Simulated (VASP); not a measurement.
# Ru (P6_3/mmc) in VASP: single point with r2SCAN

Aim: the single point of Ru with r2SCAN.

All numbers are computed with VASP 6.6.1; they aren't measurements. Logs are shortened: lines on timing, memory, paths and dates and some standing lists are left out, and cuts for length are marked.

## (1) The cell of the first run

The structure is hexagonal, space group P6_3/mmc (No. 194). The conventional cell has a = 2.690 Å, b = 2.690 Å, c = 4.252 Å, α = 90.00°, β = 90.00°, γ = 120.00°. Within 3.5 Å of Ru (site symmetry -6m2) lie 12 Ru at 2.63 to 2.69 Å.

## (2) Single point, r2SCAN

The input, POSCAR:

```
Ru
1.0
    2.6895240366      0.0000000000      0.0000000000
   -1.3447620183      2.3291961398      0.0000000000
    0.0000000000      0.0000000000      4.2519208174
Ru
2
Direct
    0.3333333333      0.6666666667      0.2500000000
    0.6666666667      0.3333333333      0.7500000000
```

The input, INCAR.step1:

```
  PREC = Accurate
  ENCUT = 620
  ISMEAR = 0
  SIGMA = 0.1
  LREAL = F
  LASPH = T
  NELM = 120
  NBANDS = 23
  GGA = PE
  ALGO = Normal
  EDIFF = 1E-5
  LWAVE = T
  LCHARG = F
  GGA_COMPAT = F
```

The input, INCAR.step2:

```
  PREC = Accurate
  ENCUT = 620
  EDIFF = 1E-6
  ISMEAR = 0
  SIGMA = 0.1
  LREAL = F
  LASPH = T
  NELM = 120
  ALGO = Normal
  ISIF = 2
  LWAVE = F
  LCHARG = F
  METAGGA = R2SCAN
  LMIXTAU = T
  NBANDS = 23
  ISTART = 1
  GGA_COMPAT = F
```

The input, KPOINTS:

```
Automatic mesh
0
Gamma
  18 18 10
```

Potentials or basis: VASP PAW PBE potentials, release 64 (Ru_sv).

Launch:

```sh
cat potpaw_PBE.64/Ru_sv/POTCAR > POTCAR
cp INCAR.step1 INCAR
mpirun -np 1 vasp_std > vasp.out
cp INCAR.step2 INCAR
mpirun -np 1 vasp_std > vasp.out
```

OUTCAR:

```text
PREC = Accurate
   ENCUT = 620
   EDIFF = 1E-6
   ISMEAR = 0
   LREAL = F
   LASPH = T
   NELM = 120
   ISIF = 2
   METAGGA = R2SCAN
   ISTART = 1

 ion  position               nearest neighbor table
   1  0.333  0.667  0.250-   2 2.63   2 2.63   2 2.63   2 2.63   2 2.63   2 2.63
   2  0.667  0.333  0.750-   1 2.63   1 2.63   1 2.63   1 2.63   1 2.63   1 2.63

  LATTYP: Found a hexagonal cell.
 ALAT       =     2.6895240366
 C/A-ratio  =     1.5809194339

  Lattice vectors:

 A1 = (   2.6895240366,   0.0000000000,   0.0000000000)
 A2 = (  -1.3447620183,   2.3291961398,   0.0000000000)
 A3 = (   0.0000000000,   0.0000000000,   4.2519208174)

Analysis of symmetry for initial positions (statically):
=====================================================================
 Subroutine PRICEL returns:
 Original cell was already a primitive cell.

 Routine SETGRP: Setting up the symmetry group for a
 hexagonal supercell.

 Subroutine GETGRP returns: Found 24 space group operations
 (whereof 12 operations were pure point group operations)
 out of a pool of 24 trial point group operations.

The static configuration has the point symmetry D_3d.
 The point group associated with its full space group is D_6h.

Analysis of symmetry for dynamics (positions and initial velocities):
=====================================================================
 Subroutine PRICEL returns:
 Original cell was already a primitive cell.

 Routine SETGRP: Setting up the symmetry group for a
 hexagonal supercell.

 Subroutine GETGRP returns: Found 24 space group operations
 (whereof 12 operations were pure point group operations)
 out of a pool of 24 trial point group operations.

The dynamic configuration has the point symmetry D_3d.
 The point group associated with its full space group is D_6h.

 Subroutine INISYM returns: Found 24 space group operations
 (whereof 12 operations are pure point group operations),
 and found     1 'primitive' translations

----------------------------------------------------------------------------------------

                                     Primitive cell

  volume of cell :      26.6359

  direct lattice vectors                    reciprocal lattice vectors
     2.689524037  0.000000000  0.000000000     0.371813000  0.214666336  0.000000000
    -1.344762018  2.329196140  0.000000000     0.000000000  0.429332671  0.000000000
     0.000000000  0.000000000  4.251920817     0.000000000  0.000000000  0.235187823

  length of vectors
     2.689524037  2.689524037  4.251920817     0.429332671  0.429332671  0.235187823

  position of ions in fractional coordinates (direct lattice)
     0.333333333  0.666666667  0.250000000
     0.666666667  0.333333333  0.750000000

  ion indices of the primitive-cell ions
   primitive index   ion index
                 1           1
                 2           2

----------------------------------------------------------------------------------------

 KPOINTS: Automatic mesh

Automatic generation of k-mesh.
 Grid dimensions read from file:
 generate k-points for:   18   18   10

 Generating k-lattice:

  Cartesian coordinates                     Fractional coordinates (reciprocal lattice)
     0.020656278  0.011925908  0.000000000     0.055555556 -0.000000000  0.000000000
     0.000000000  0.023851815  0.000000000     0.000000000  0.055555556  0.000000000
     0.000000000  0.000000000  0.023518782     0.000000000  0.000000000  0.100000000

  Length of vectors
     0.023851815  0.023851815  0.023518782

  Shift w.r.t. Gamma in fractional coordinates (k-lattice)
     0.000000000  0.000000000  0.000000000

 Subroutine IBZKPT returns following result:
 ===========================================

 Found    222 irreducible k-points:

 Following reciprocal coordinates:
            Coordinates               Weight
  0.000000  0.000000  0.000000      1.000000
  0.055556  0.000000  0.000000      6.000000
  0.111111  0.000000  0.000000      6.000000
  0.166667  0.000000  0.000000      6.000000
  0.222222  0.000000  0.000000      6.000000
  0.277778  0.000000  0.000000      6.000000
[... 16 lines left out ...]
  0.333333  0.111111  0.000000     12.000000
  0.388889  0.111111  0.000000     12.000000
 [... further k-points ...]
   k-points           NKPTS =    222   k-points in BZ     NKDIM =    222   number of bands    NBANDS=     23
   number of dos      NEDOS =    301   number of ions     NIONS =      2
   total plane-waves  NPLWV =  20736
   dimension x,y,z NGX =    24 NGY =   24 NGZ =   36
   dimension x,y,z NGXF=    48 NGYF=   48 NGZF=   72
   ions per type =               2
   NGX,Y,Z   is equivalent  to a cutoff of  14.83, 14.83, 14.08 a.u.
   NGXF,Y,Z  is equivalent  to a cutoff of  29.67, 29.67, 28.15 a.u.
 SYSTEM =  unknown system
   PREC   = accura    normal or accurate (medium, high low for compatibility)
   ISTART =      1    job   : 0-new  1-cont  2-samecut
   ICHARG =      0    charge: 1-file 2-atom 10-const
   ISPIN  =      1    spin polarized calculation?
   LNONCOLLINEAR =      F non collinear calculations
   LSORBIT =      F    spin-orbit coupling
   LASPH  =      T    aspherical Exc in radial PAW
   ENCUT  =  620.0 eV  45.57 Ry    6.75 a.u.   5.46  5.46  8.63*2*pi/ulx,y,z
   NELM   =    120;   NELMIN=  2; NELMDL=  0     # of ELM steps
   EDIFF  = 0.1E-05   stopping-criterion for ELM
   LREAL  =      F    real-space projection
   EDIFFG = 0.1E-04   stopping-criterion for IOM
   NSW    =      0    number of steps for IOM
   IBRION =     -1    ionic relax: 0-MD 1-quasi-New 2-CG
   NFREE  =      0    steps in history (QN), initial steepest desc. (CG)
   ISIF   =      2    stress and relaxation
   ISYM   =      2    0-nonsym 1-usesym 2-fastsym
   POTIM  = 0.5000    time-step for ionic-motion
   TEBEG  =    0.0;   TEEND  =   0.0 temperature during run
   PSTRESS=    0.0 pullay stress
   NELECT =      32.0000    total number of electrons
   NUPDOWN=      -1.0000    fix difference up-down
   EMIN   =  10.00;   EMAX   =-10.00  energy-range for DOS
   EFERMI =   0.00;   METHOD = LEGACY
   ISMEAR =     0;   SIGMA  =   0.10  broadening in eV -4-tet -1-fermi 0-gaus
   EFERMI_NEDOS =   21; number of points for ismear=-14 and -15
   IALGO  =     38    algorithm
   IMIX   =      4    mixing-type and parameters
     AMIX     =   0.40;   BMIX     =  1.00
     AMIX_MAG =   1.60;   BMIX_MAG =  1.00
  volume/ion in A,a.u.               =      13.32        89.87
  Fermi-wavevector in a.u.,A,eV,Ry     =   1.740347  3.288780 41.209447  3.028809
  Thomas-Fermi vector in A             =   2.813014
   LORBIT       =      0    0 simple, 1 ext, 2 COOP (PROOUT), +10 PAW based schemes
   METAGGA = R2SCAN    functional components
   LHFCALC =     F    Hartree Fock is set to
   AEXX    =    0.0000 exact exchange contribution
   IVDW    =     0    specifies the selected vdW correction
   LEPSILON=     F    determine dielectric tensor
   LRPA    =     F    only Hartree local field effects (RPA)
 non-spin polarized calculation
 Gauss-broadening in eV      SIGMA  =   0.10
  energy-cutoff  :      620.00
  volume of cell :       26.64
 maximum number of plane-waves:       965
 NGX is ok and might be reduce to    24
   NGX = 11   NGY = 11   NGZ = 17

 number of electron      32.0000000 magnetization

 Free energy of the ion-electron system (eV)
  ---------------------------------------------------
  ext. energy  EPLUGINS =         0.00000000
  ---------------------------------------------------
  free energy    TOTEN  =       -50.94003109 eV

  energy without entropy =      -50.93140316  energy(sigma->0) =      -50.93571713

 E-fermi :  15.4338     XC(G=0): -15.6769

 val. band max:       15.4225446120   @ k =   0.1667   0.0000   0.4000
 cond. band min:      15.4341644199   @ k =   0.1667   0.1111   0.3000
 fundamental gap:      0.0116198079
 Fermi energy:        15.4337966880

 k-point     1 :       0.0000    0.0000    0.0000
  band No.  band energies     occupation
      1     -59.9364      2.00000
      2     -59.6916      2.00000
      3     -29.7193      2.00000
      4     -28.6506      2.00000
      5     -28.6506      2.00000
      6     -28.4562      2.00000
[... 15 lines left out ...]
     22      30.9910      0.00000
     23      33.6540      0.00000

 k-point     2 :       0.0556    0.0000    0.0000
  band No.  band energies     occupation
      1     -59.9310      2.00000
      2     -59.6895      2.00000
      3     -29.7072      2.00000
      4     -28.6765      2.00000
      5     -28.6594      2.00000
      6     -28.4831      2.00000
[... 15 lines left out ...]
     22      31.2058      0.00000
     23      33.7958      0.00000

 k-point     3 :       0.1111    0.0000    0.0000
  band No.  band energies     occupation
      1     -59.9153      2.00000
      2     -59.6835      2.00000
      3     -29.6715      2.00000
      4     -28.7509      2.00000
      5     -28.6841      2.00000
      6     -28.5599      2.00000
[... 15 lines left out ...]
     22      31.7567      0.00000
     23      34.1665      0.00000

 k-point     4 :       0.1667    0.0000    0.0000
  band No.  band energies     occupation
      1     -59.8909      2.00000
      2     -59.6748      2.00000
      3     -29.6146      2.00000
      4     -28.8649      2.00000
      5     -28.7210      2.00000
      6     -28.6753      2.00000
[... 15 lines left out ...]
     22      32.1628      0.00000
     23      34.3951      0.00000

 k-point     5 :       0.2222    0.0000    0.0000
  band No.  band energies     occupation
      1     -59.8600      2.00000
      2     -59.6650      2.00000
      3     -29.5398      2.00000
      4     -29.0048      2.00000
      5     -28.8137      2.00000
      6     -28.7649      2.00000
[... 15 lines left out ...]
     22      31.3113      0.00000
     23      33.5647      0.00000

 k-point     6 :       0.2778    0.0000    0.0000
  band No.  band energies     occupation
      1     -59.8255      2.00000
      2     -59.6560      2.00000
      3     -29.4521      2.00000
      4     -29.1536      2.00000
      5     -28.9572      2.00000
      6     -28.8103      2.00000
[... 15 lines left out ...]
     22      29.5501      0.00000
     23      32.5236      0.00000

 k-point     7 :       0.3333    0.0000    0.0000
  band No.  band energies     occupation
      1     -59.7909      2.00000
      2     -59.6496      2.00000
      3     -29.3582      2.00000
      4     -29.2931      2.00000
      5     -29.0888      2.00000
      6     -28.8519      2.00000
[... 353 lines left out ...]
     22      31.3656      0.00000
     23      32.4217      0.00000

 k-point    21 :       0.2222    0.1111    0.0000
  band No.  band energies     occupation
      1     -59.8145      2.00000
      2     -59.6536      2.00000
      3     -29.4233      2.00000
      4     -29.1473      2.00000
      5     -29.0333      2.00000
      6     -28.8017      2.00000
[... 15 lines left out ...]
     22      29.5023      0.00000
     23      31.2533      0.00000

 k-point    22 :       0.2778    0.1111    0.0000
  band No.  band energies     occupation
      1     -59.7812      2.00000
      2     -59.6483      2.00000
      3     -29.3311      2.00000
      4     -29.2774      2.00000
      5     -29.1229      2.00000
      6     -28.8683      2.00000
[... 15 lines left out ...]
     22      27.6304      0.00000
     23      30.0590      0.00000

 k-point    23 :       0.3333    0.1111    0.0000
  band No.  band energies     occupation
      1     -59.7512      2.00000
      2     -59.6468      2.00000
      3     -29.3837      2.00000
      4     -29.2411      2.00000
      5     -29.1946      2.00000
      6     -28.9220      2.00000
[... 15 lines left out ...]
     22      27.2961      0.00000
     23      28.9808      0.00000

 k-point    24 :       0.3889    0.1111    0.0000
  band No.  band energies     occupation
      1     -59.7290      2.00000
      2     -59.6484      2.00000
      3     -29.4528      2.00000
      4     -29.2414      2.00000
      5     -29.1680      2.00000
      6     -28.9565      2.00000
[... 15 lines left out ...]
     22      28.2100      0.00000
     23      28.2976      0.00000

 [... further k-points ...]

------------------------ aborting loop because EDIFF is reached ----------------------------------------

  FORCE on cell =-STRESS in cart. coord.  units (eV):
  Direction    XX          YY          ZZ          XY          YZ          ZX
  --------------------------------------------------------------------------------------
  -------------------------------------------------------------------------------------
  Total        0.7835489      0.7835489      0.7225661      0.0000000      0.0000000     -0.0000000
  in kB       47.1313658     47.1313658     43.4631827      0.0000000      0.0000000     -0.0000000
  external PRESSURE =      45.9086381 kB  Pullay stress =       0.0000000 kB

 VOLUME and BASIS-vectors are now :
 -----------------------------------------------------------------------------
  energy-cutoff  :      620.00
  volume of cell :       26.64
      direct lattice vectors                 reciprocal lattice vectors
     2.689524037  0.000000000  0.000000000     0.371813000  0.214666336  0.000000000
    -1.344762018  2.329196140  0.000000000     0.000000000  0.429332671  0.000000000
     0.000000000  0.000000000  4.251920817     0.000000000  0.000000000  0.235187823

 POSITION                                       TOTAL-FORCE (eV/Angst)
 -----------------------------------------------------------------------------------
     -0.00000      1.55280      1.06298         0.000000     -0.000000      0.000000
      1.34476      0.77640      3.18894        -0.000000      0.000000      0.000000
 -----------------------------------------------------------------------------------
    total drift:                               -0.000000      0.000000     -0.000000

  FREE ENERGIE OF THE ION-ELECTRON SYSTEM (eV)
  ---------------------------------------------------
  free  energy   TOTEN  =       -50.9400310937 eV

  energy  without entropy=      -50.9314031595  energy(sigma->0) =      -50.93571713
```

It took 5.2 min on 1 thread of AMD EPYC 9R45 (Zen 5), shared host; peak memory 0.23 GiB.

Results:

```yaml
Free_energy: -50.9400 eV
Pressure: 4.6 GPa
Band_gap_on_the_k_mesh: zero (bands 16 and 17 overlap by 3.35 eV)
```

Caveat: the cell stands under pressure; the PAW data sets were made with another functional, which shifts forces and pressure a little.
